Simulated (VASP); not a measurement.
# Se (P2/m) in VASP: single point with PBE

Aim: the single point of Se with PBE.

All numbers are computed with VASP 6.6.1; they aren't measurements. Logs are shortened: lines on timing, memory, paths and dates and some standing lists are left out, and cuts for length are marked.

## Step 1: The cell of the first run

Symmetry: P2/m, No. 10, monoclinic system. Conventional cell: a = 2.647 Å, b = 2.630 Å, c = 4.236 Å, α = 90.00°, β = 90.52°, γ = 90.00°. Se (site symmetry 2/m) has 4 Se at 2.63 to 2.65 Å within 3.5 Å.

The cell was built from a structure type or drawn by symmetry, and may not be a known phase.

## Step 2: Single point, PBE

INCAR reads:

```
  PREC = Accurate
  ENCUT = 520
  EDIFF = 1E-7
  ISMEAR = 0
  SIGMA = 0.1
  LREAL = F
  LASPH = T
  NELM = 60
  ALGO = Normal
  ISIF = 2
  LWAVE = F
  LCHARG = F
  GGA = PE
  NBANDS = 9
```

KPOINTS reads:

```
Automatic mesh
0
Gamma
  22 20 14
```

POSCAR reads:

```
Se
1.0
    2.6449831980      0.0000000000      0.1078014438
    0.0000000000      2.6297689448      0.0000000000
   -0.1338152498      0.0000000000      4.2340130024
Se
1
Direct
    0.0000000000      0.0000000000      0.5000000000
```

Potentials or basis: VASP PAW PBE potentials, release 64 (Se).

Started as:

```bash
> cat potpaw_PBE.64/Se/POTCAR > POTCAR
> mpirun -np 1 vasp_std > vasp.out
```

OUTCAR:

```text
PREC = Accurate
   ENCUT = 520
   EDIFF = 1E-7
   ISMEAR = 0
   LREAL = F
   LASPH = T
   NELM = 60
   ISIF = 2
   GGA = PE

 ion  position               nearest neighbor table
   1  0.000  0.000  0.500-

  LATTYP: Found a simple monoclinic cell.
 ALAT       =     2.6471791154
 B/A-ratio  =     0.9934231233
 C/A-ratio  =     1.6002419534
 COS(beta)  =    -0.0091399655

  Lattice vectors:

 A1 = (   2.6449831980,   0.0000000000,   0.1078014438)
 A2 = (   0.0000000000,  -2.6297689448,   0.0000000000)
 A3 = (   0.1338152498,   0.0000000000,  -4.2340130024)

Analysis of symmetry for initial positions (statically):
=====================================================================
 Subroutine PRICEL returns:
 Original cell was already a primitive cell.

 Routine SETGRP: Setting up the symmetry group for a
 simple monoclinic supercell.

 Subroutine GETGRP returns: Found  4 space group operations
 (whereof  4 operations were pure point group operations)
 out of a pool of  4 trial point group operations.

The static configuration has the point symmetry C_2h.

Analysis of symmetry for dynamics (positions and initial velocities):
=====================================================================
 Subroutine PRICEL returns:
 Original cell was already a primitive cell.

 Routine SETGRP: Setting up the symmetry group for a
 simple monoclinic supercell.

 Subroutine GETGRP returns: Found  4 space group operations
 (whereof  4 operations were pure point group operations)
 out of a pool of  4 trial point group operations.

The dynamic configuration has the point symmetry C_2h.

 Subroutine INISYM returns: Found  4 space group operations
 (whereof  4 operations are pure point group operations),
 and found     1 'primitive' translations

----------------------------------------------------------------------------------------

                                     Primitive cell

  volume of cell :      29.4884

  direct lattice vectors                    reciprocal lattice vectors
     2.644983198  0.000000000  0.107801444     0.377587858  0.000000000  0.011933599
     0.000000000  2.629768945  0.000000000     0.000000000  0.380261544  0.000000000
    -0.133815250  0.000000000  4.234013002    -0.009613697  0.000000000  0.235878714

  length of vectors
     2.647179115  2.629768945  4.236127079     0.377776391  0.380261544  0.236074545

  position of ions in fractional coordinates (direct lattice)
     1.000000000  0.000000000  0.500000000

  ion indices of the primitive-cell ions
   primitive index   ion index
                 1           1

----------------------------------------------------------------------------------------

 KPOINTS: Automatic mesh

Automatic generation of k-mesh.
 Grid dimensions read from file:
 generate k-points for:   22   20   14

 Generating k-lattice:

  Cartesian coordinates                     Fractional coordinates (reciprocal lattice)
     0.017163084  0.000000000  0.000542436     0.045454545  0.000000000  0.000000000
     0.000000000  0.019013077  0.000000000     0.000000000  0.050000000  0.000000000
    -0.000686693  0.000000000  0.016848480    -0.000000000  0.000000000  0.071428571

  Length of vectors
     0.017171654  0.019013077  0.016862467

  Shift w.r.t. Gamma in fractional coordinates (k-lattice)
     0.000000000  0.000000000  0.000000000

 Subroutine IBZKPT returns following result:
 ===========================================

 Found   1716 irreducible k-points:

 Following reciprocal coordinates:
            Coordinates               Weight
  0.000000  0.000000  0.000000      1.000000
  0.045455  0.000000  0.000000      2.000000
  0.090909  0.000000  0.000000      2.000000
  0.136364  0.000000  0.000000      2.000000
  0.181818  0.000000  0.000000      2.000000
  0.227273  0.000000  0.000000      2.000000
[... 16 lines left out ...]
  0.454545  0.050000  0.000000      4.000000
  0.500000  0.050000  0.000000      2.000000
 [... further k-points ...]
   k-points           NKPTS =   1716   k-points in BZ     NKDIM =   1716   number of bands    NBANDS=      9
   number of dos      NEDOS =    301   number of ions     NIONS =      1
   total plane-waves  NPLWV =  12800
   dimension x,y,z NGX =    20 NGY =   20 NGZ =   32
   dimension x,y,z NGXF=    40 NGYF=   40 NGZF=   64
   ions per type =               1
   NGX,Y,Z   is equivalent  to a cutoff of  12.56, 12.64, 12.56 a.u.
   NGXF,Y,Z  is equivalent  to a cutoff of  25.12, 25.29, 25.12 a.u.
 SYSTEM =  unknown system
   PREC   = accura    normal or accurate (medium, high low for compatibility)
   ISTART =      0    job   : 0-new  1-cont  2-samecut
   ICHARG =      2    charge: 1-file 2-atom 10-const
   ISPIN  =      1    spin polarized calculation?
   LNONCOLLINEAR =      F non collinear calculations
   LSORBIT =      F    spin-orbit coupling
   LASPH  =      T    aspherical Exc in radial PAW
   ENCUT  =  520.0 eV  38.22 Ry    6.18 a.u.   4.92  4.89  7.88*2*pi/ulx,y,z
   NELM   =     60;   NELMIN=  2; NELMDL= -5     # of ELM steps
   EDIFF  = 0.1E-06   stopping-criterion for ELM
   LREAL  =      F    real-space projection
   EDIFFG = 0.1E-05   stopping-criterion for IOM
   NSW    =      0    number of steps for IOM
   IBRION =     -1    ionic relax: 0-MD 1-quasi-New 2-CG
   NFREE  =      0    steps in history (QN), initial steepest desc. (CG)
   ISIF   =      2    stress and relaxation
   ISYM   =      2    0-nonsym 1-usesym 2-fastsym
   POTIM  = 0.5000    time-step for ionic-motion
   TEBEG  =    0.0;   TEEND  =   0.0 temperature during run
   PSTRESS=    0.0 pullay stress
   NELECT =       6.0000    total number of electrons
   NUPDOWN=      -1.0000    fix difference up-down
   EMIN   =  10.00;   EMAX   =-10.00  energy-range for DOS
   EFERMI =   0.00;   METHOD = LEGACY
   ISMEAR =     0;   SIGMA  =   0.10  broadening in eV -4-tet -1-fermi 0-gaus
   EFERMI_NEDOS =   21; number of points for ismear=-14 and -15
   IALGO  =     38    algorithm
   IMIX   =      4    mixing-type and parameters
     AMIX     =   0.40;   BMIX     =  1.00
     AMIX_MAG =   1.60;   BMIX_MAG =  1.00
  volume/ion in A,a.u.               =      29.49       199.00
  Fermi-wavevector in a.u.,A,eV,Ry     =   0.962886  1.819590 12.614622  0.927149
  Thomas-Fermi vector in A             =   2.092383
   LORBIT       =      0    0 simple, 1 ext, 2 COOP (PROOUT), +10 PAW based schemes
   GGA     = PE    functional components
   LHFCALC =     F    Hartree Fock is set to
   AEXX    =    0.0000 exact exchange contribution
   IVDW    =     0    specifies the selected vdW correction
   LEPSILON=     F    determine dielectric tensor
   LRPA    =     F    only Hartree local field effects (RPA)
 non-spin polarized calculation
 Gauss-broadening in eV      SIGMA  =   0.10
  energy-cutoff  :      520.00
  volume of cell :       29.49
 maximum number of plane-waves:       812
   NGX =  9   NGY =  9   NGZ = 15

 number of electron       5.9999998 magnetization

 Free energy of the ion-electron system (eV)
  ---------------------------------------------------
  ext. energy  EPLUGINS =         0.00000000
  ---------------------------------------------------
  free energy    TOTEN  =        -3.29551515 eV

  energy without entropy =       -3.29277382  energy(sigma->0) =       -3.29414448

 E-fermi :   1.8064     XC(G=0):  -8.3620

 val. band max:        1.8059521133   @ k =  -0.1818   0.1500   0.0714
 cond. band min:       1.8082447740   @ k =   0.1818   0.1500   0.0714
 fundamental gap:      0.0022926607
 Fermi energy:         1.8063905208

 k-point     1 :       0.0000    0.0000    0.0000
  band No.  band energies     occupation
      1     -13.6591      2.00000
      2      -1.3061      2.00000
      3       5.6197      0.00000
      4       5.6957      0.00000
      5       5.8334      0.00000
      6      11.5305      0.00000
      7      13.5856      0.00000
      8      20.2745      0.00000
      9      21.3920      0.00000

 k-point     2 :       0.0455    0.0000    0.0000
  band No.  band energies     occupation
      1     -13.6215      2.00000
      2      -1.2709      2.00000
      3       5.1746      0.00000
      4       5.7425      0.00000
      5       5.8637      0.00000
      6      11.8414      0.00000
      7      13.8124      0.00000
      8      19.3832      0.00000
      9      21.6918      0.00000

 k-point     3 :       0.0909    0.0000    0.0000
  band No.  band energies     occupation
      1     -13.5092      2.00000
      2      -1.1660      2.00000
      3       4.1250      0.00000
      4       5.8715      0.00000
      5       5.9535      0.00000
      6      12.3806      0.00000
      7      14.6019      0.00000
      8      17.9611      0.00000
      9      21.7001      0.00000

 k-point     4 :       0.1364    0.0000    0.0000
  band No.  band energies     occupation
      1     -13.3238      2.00000
      2      -0.9940      2.00000
      3       2.8356      0.00000
      4       6.0856      0.00000
      5       6.0995      0.00000
      6      12.7912      0.00000
      7      15.8954      0.00000
      8      16.4963      0.00000
      9      21.8875      0.00000
[... 205 lines left out ...]
 k-point    22 :       0.4091    0.0500    0.0000
  band No.  band energies     occupation
      1     -11.0889      2.00000
      2      -3.9976      2.00000
      3       0.9194      2.00000
      4       7.1028      0.00000
      5       9.1489      0.00000
      6       9.8255      0.00000
      7      13.0443      0.00000
      8      16.1008      0.00000
      9      17.7101      0.00000

 k-point    23 :       0.4545    0.0500    0.0000
  band No.  band energies     occupation
      1     -10.7945      2.00000
      2      -4.5422      2.00000
      3       1.1365      2.00000
      4       7.2616      0.00000
      5       9.3487      0.00000
      6       9.8751      0.00000
      7      12.1340      0.00000
      8      16.4394      0.00000
      9      17.2360      0.00000

 k-point    24 :       0.5000    0.0500    0.0000
  band No.  band energies     occupation
      1     -10.6831      2.00000
      2      -4.7373      2.00000
      3       1.2155      2.00000
      4       7.3181      0.00000
      5       9.1905      0.00000
      6      10.3130      0.00000
      7      11.6226      0.00000
      8      16.6498      0.00000
      9      16.9958      0.00000

 [... further k-points ...]
[... 5 lines left out ...]
  --------------------------------------------------------------------------------------
  -------------------------------------------------------------------------------------
  Total        0.0058591      0.0109090      0.0037617      0.0000000      0.0000000     -0.0005469
  in kB        0.3183377      0.5927137      0.2043841      0.0000000      0.0000000     -0.0297157
  external PRESSURE =       0.3718118 kB  Pullay stress =       0.0000000 kB

 VOLUME and BASIS-vectors are now :
 -----------------------------------------------------------------------------
  energy-cutoff  :      520.00
  volume of cell :       29.49
      direct lattice vectors                 reciprocal lattice vectors
     2.644983198  0.000000000  0.107801444     0.377587858  0.000000000  0.011933599
     0.000000000  2.629768945  0.000000000     0.000000000  0.380261544  0.000000000
    -0.133815250  0.000000000  4.234013002    -0.009613697  0.000000000  0.235878714

 POSITION                                       TOTAL-FORCE (eV/Angst)
 -----------------------------------------------------------------------------------
     -0.06691      0.00000      2.11701         0.000000      0.000000      0.000000
 -----------------------------------------------------------------------------------
    total drift:                               -0.000000      0.000000      0.000000

  FREE ENERGIE OF THE ION-ELECTRON SYSTEM (eV)
  ---------------------------------------------------
  free  energy   TOTEN  =        -3.2955151500 eV

  energy  without entropy=       -3.2927738192  energy(sigma->0) =       -3.29414448
```

Run time: 3.6 min. Hardware: 1 thread of Intel Xeon Platinum 8259CL at 2.50GHz (Skylake/Cascade Lake), shared host; peak memory 0.51 GiB.

Results:

- Free energy: -3.2955 eV
- Pressure: 0.0 GPa
- Band gap on the k mesh: zero (bands 3 and 4 overlap by 5.16 eV)
